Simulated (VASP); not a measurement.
Here is a VASP 6.6.1 calculation.

INCAR

```
SYSTEM = PbS
PREC = Accurate
ENCUT = 500
EDIFF = 1E-7
ISMEAR = -1
SIGMA = 0.02
LREAL = .FALSE.
LASPH = .TRUE.
NELM = 120
ALGO = Normal
ISIF = 3
LWAVE = .FALSE.
LCHARG = .FALSE.
GGA = CA
IBRION = 2
NSW = 80
EDIFFG = -0.005
GGA_COMPAT = .FALSE.
NELMIN = 4
```

Contents of KPOINTS:

```
regular mesh
0
G
  6 6 4
  0 0 0
```

The input POSCAR:

```
PbS
1.0
    5.0259160400      0.0000000000      0.0000000000
   -2.5129580200      4.3525709679      0.0000000000
    0.0000000000      0.0000000000      6.0381152272
Pb S
2 2
Direct
    0.3333333333      0.6666666667      0.2500000000
    0.6666666667      0.3333333333      0.7500000000
    0.6666666667      0.3333333333      0.2500000000
    0.3333333333      0.6666666667      0.7500000000
```

Potentials or basis: VASP PAW LDA potentials, release 64 (Pb_d, S).

Launch:

```sh
$ cat potpaw_LDA.64/Pb_d/POTCAR potpaw_LDA.64/S/POTCAR > POTCAR
$ mpirun -np 1 vasp_std > vasp.out
```

Q: Estimate the relaxed volume.

A: 30.49 Å³/atom.

Q: Predict the space group after relaxing (to 0.1 Å).

A: P6_3/mmc (No. 194).

Q: What does it give for the relaxed cell?

A: a = 4.895 Å, b = 4.895 Å, c = 5.877 Å, α = 90.00°, β = 90.00°, γ = 120.00°.

Step by step:
| step | energy change (eV) | largest force (eV/Å) | pressure (GPa) | volume (Å³) |
| --- | --- | --- | --- | --- |
| 1 | 0.0000 | 0.0000 | -3.35 | 132.09 |
| 2 | -0.1030 | 0.0000 | 1.18 | 119.33 |
| 3 | -0.1129 | 0.0000 | 0.00 | 122.03 |
| 4 | -0.1129 | 0.0000 | -0.07 | 122.22 |
| 5 | -0.1130 | 0.0000 | -0.08 | 122.19 |
| 6 | -0.1130 | 0.0000 | -0.07 | 122.19 |
| 7 | -0.1130 | 0.0000 | 0.02 | 121.95 |
